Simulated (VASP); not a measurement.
A run of VASP 6.6.1:

Contents of INCAR:

```
  PREC = Accurate
  ENCUT = 520
  EDIFF = 1E-6
  ISMEAR = -1
  SIGMA = 0.05
  LREAL = Auto
  LASPH = True
  NELM = 60
  ALGO = Normal
  ISIF = 2
  LWAVE = False
  LCHARG = False
  GGA = PS
  NBANDS = 48
```

Contents of KPOINTS:

```
Automatic mesh
0
Gamma
  2 2 2
```

File POSCAR:

```
Si
1.0
    0.0000000000      5.4300000000      5.4300000000
    5.4300000000      0.0000000000      5.4300000000
    5.4300000000      5.4300000000      0.0000000000
Si
17
Direct
    0.0004109695      0.0005377856      0.0004120213
    0.1251092098      0.1246709911      0.1251029763
    0.0003976938      0.0005833394      0.4986252593
    0.1213933465      0.1225360543      0.6280439409
    0.0006052378      0.4981947817      0.0006320183
    0.1218522805      0.6281008143      0.1218945685
   -0.0071752887      0.5027222783      0.5022705257
    0.1218417302      0.6281535513      0.6282226157
    0.4986315579      0.0005637544      0.0004048819
    0.6280490604      0.1225062272      0.1214062730
    0.5015524731     -0.0046532124      0.5015569452
    0.6280225413      0.1225756134      0.6280292405
    0.5022318179      0.5026865765     -0.0070994007
    0.6281930632      0.6281307369      0.1218890933
    0.5022364739      0.5027698973      0.5022737416
    0.6244217563      0.6267617488      0.6244923553
    0.3744350467      0.3767270520      0.3745136940
```

Potentials or basis: VASP PAW PBE potentials, release 64 (Si).

The run is started by

```console
$ cat potpaw_PBE.64/Si/POTCAR > POTCAR
$ mpirun -np 1 vasp_std > vasp.out
```

Hardware: 1 thread of Intel(R) Xeon(R) Platinum 8488C (Sapphire Rapids), with other jobs on the host.

Problem. How long does it take, and how much memory?

Solution. It took 3.1 min on 1 thread of Intel(R) Xeon(R) Platinum 8488C (Sapphire Rapids) (shared host), peak memory 0.46 GiB. Counts: scf iterations 13, k points 8.
